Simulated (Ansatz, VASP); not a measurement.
Two plane-wave programs on Cd2SO

Contents of POSCAR:

```
Cd2SO
1.0
    3.6508323041      0.0000000000      0.0000000000
    0.0000000000      3.6508323041      0.0000000000
    0.0000000000      0.0000000000      5.0328770231
O Cd S
1 2 1
Direct
    0.0000000000      0.0000000000      0.0000000000
    0.0000000000      0.0000000000      0.5000000000
    0.5000000000      0.5000000000      0.0000000000
    0.5000000000      0.5000000000      0.5000000000
```

INCAR.step1

```
SYSTEM = Cd2SO
PREC = Accurate
ENCUT = 520
EDIFF = 1E-5
ISMEAR = -1
SIGMA = 0.02
LREAL = .FALSE.
LASPH = .TRUE.
NELM = 60
ALGO = Normal
ISIF = 2
LWAVE = .TRUE.
LCHARG = .FALSE.
GGA = PE
NBANDS = 26
```

Contents of INCAR.step2:

```
SYSTEM = Cd2SO
PREC = Accurate
ENCUT = 520
EDIFF = 1E-6
ISMEAR = -1
SIGMA = 0.02
LREAL = .FALSE.
LASPH = .TRUE.
NELM = 60
ALGO = Normal
ISIF = 2
LWAVE = .FALSE.
LCHARG = .FALSE.
GGA = PE
LHFCALC = .TRUE.
AEXX = 0.4
HFSCREEN = 0.1
PRECFOCK = Normal
ISTART = 1
NBANDS = 26
```

KPOINTS

```
Automatic mesh
0
G
  4 4 2
  0 0 0
```

Input for Ansatz:

```yaml
crystal:
  lattice:
    - [3.6508323041, 0.0, 0.0]
    - [0.0, 3.6508323041, 0.0]
    - [0.0, 0.0, 5.0328770231]
  atoms:
    - { symbol: O, position: [0.0, 0.0, 0.0] }
    - { symbol: Cd, position: [0.0, 0.0, 0.5] }
    - { symbol: S, position: [0.5, 0.5, 0.5] }
    - { symbol: Cd, position: [0.5, 0.5, 0.0] }
kpoints:
  mp_grid: { grid: [4, 4, 2] }
hamiltonian:
  xc: { exchange: pbe, correlation: pbe, exx: { coeff: 0.4, omega: 0.1 } }
scf:
  occupations: { method: fermi_dirac, width: 0.02 }
  n_extra_bands: 5
output:
  forces: true
  stress: true
  eigenvalues: true
```

Alike in both runs: task single point; functional PBE-based screened hybrid; k mesh 4 × 4 × 2; occupations fermi-dirac, width 0.02 eV; no spin polarisation.

```csv
,VASP,Ansatz
version,VASP 6.6.1,Ansatz 0.2.0
potentials or method,"VASP PAW PBE potentials, release 64 (O, Cd, S)",plane waves
plane-wave cutoff (eV),520,420
valence electrons in the cell,36,52
```

```tsv
	VASP	Ansatz	Ansatz less VASP
gap on the k mesh at the Fermi level (eV)	2.39	2.36	-0.028
pressure (GPa)	-1.0	-1.5	-0.47
```

VASP's potentials were made for PBE, not for PBE-based screened hybrid. VASP's potentials hold 36 valence electrons a cell and Ansatz's 52, so a difference there can come from the potentials and not from the codes. Ansatz's warnings: stress exchange threshold loose, stress scf threshold loose.

The k mesh is coarse, so the values compare programs but aren't converged.
